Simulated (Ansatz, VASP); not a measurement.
**One calculation of Se, two programs**

Contents of INCAR:

```
ALGO = Normal ; EDIFF = 1E-7
ENCUT = 520 ; GGA = PE
ISIF = 2 ; ISMEAR = 0
LASPH = True ; LCHARG = True
LELF = True ; LREAL = False
LVHAR = True ; LWAVE = False
NBANDS = 9 ; NELM = 60
PREC = Accurate ; SIGMA = 0.1
```

File KPOINTS:

```
k-points
0
Gamma
  16 16 16
```

POSCAR

```
Se
1.0
   -1.6663986075      1.6670288835      1.6529243290
    1.6663986075     -1.8033047727      1.7892002182
    1.6663986075      1.8033047727     -1.7892002182
Se
1
Direct
    0.0000000000      0.0000000000      0.0000000000
```

Input for Ansatz:

```yaml
crystal:
  lattice:
    - [-1.6663986075, 1.6670288835, 1.652924329]
    - [1.6663986075, -1.8033047727, 1.7892002182]
    - [1.6663986075, 1.8033047727, -1.7892002182]
  atoms:
    - { symbol: Se, position: [0.0, 0.0, 0.0] }
basis:
  ecutwfc: 420
kpoints:
  mp_grid: { grid: [16, 16, 16] }
hamiltonian:
  xc: pbe
scf:
  occupations: { method: gaussian, width: 0.1 }
output:
  forces: true
  stress: true
  eigenvalues: true
```

Alike in both runs: task single point; functional PBE; k mesh 16 × 16 × 16; occupations gaussian, width 0.1 eV; no spin polarisation.

```csv
,VASP,Ansatz
version,VASP 6.6.1,Ansatz 0.2.0
potentials or method,"VASP PAW PBE potentials, release 64 (Se), cutoff 520 eV","scalar-relativistic, plane waves, PAW"
valence electrons in the cell,6,16
```

|  | VASP | Ansatz | Ansatz less VASP |
| --- | --- | --- | --- |
| gap on the k mesh at the Fermi level (eV) | none | none | - |
| pressure (GPa) | 2.0 | 2.0 | -0.02 |
| traceless stress, the component that is largest in VASP (GPa) | -2.90 | -2.90 | +0.005 |

A gap of «none» marks a metal or a gap that the smearing closes. VASP's potentials hold 6 valence electrons a cell and Ansatz's 16, so a difference there can come from the potentials and not from the codes.
